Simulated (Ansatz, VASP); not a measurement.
# Ge: VASP beside Ansatz

```
Ge
1.0
     0.00000    2.07119    2.07119
     2.07119    0.00000    2.07119
     2.07119    2.07119    0.00000
Ge
2
Cartesian
  -0.5178 -0.5178 -0.5178
  0.5178 0.5178 0.5178
```

Change from the starting cell: volume scaled by 0.4, crystal datasets.

Alike in both runs: task single point; functional LDA; k mesh 13 × 13 × 13; occupations fermi-dirac, width 0.05 eV; no spin polarisation.

|  | VASP | Ansatz |
| --- | --- | --- |
| version | VASP 6.6.1 | Ansatz 0.2.0 |
| potentials or method | VASP PAW LDA potentials, release 64 (Ge_d), cutoff 500 eV | all-electron PAW with datasets made for the crystal, scalar-relativistic |

|  | VASP | Ansatz | Ansatz less VASP |
| --- | --- | --- | --- |
| pressure (GPa) | 537.3 | 492.3 | -45.01 |

LDA's correlation is that of Perdew and Zunger in VASP and of Perdew and Wang (1992) in Ansatz. Both programs put the cell under a high pressure, so it lies far from rest at this level. Ansatz ran all-electron here, and VASP with PAW potentials.

Noted on VASP's run: the cell as given lies far from equilibrium.
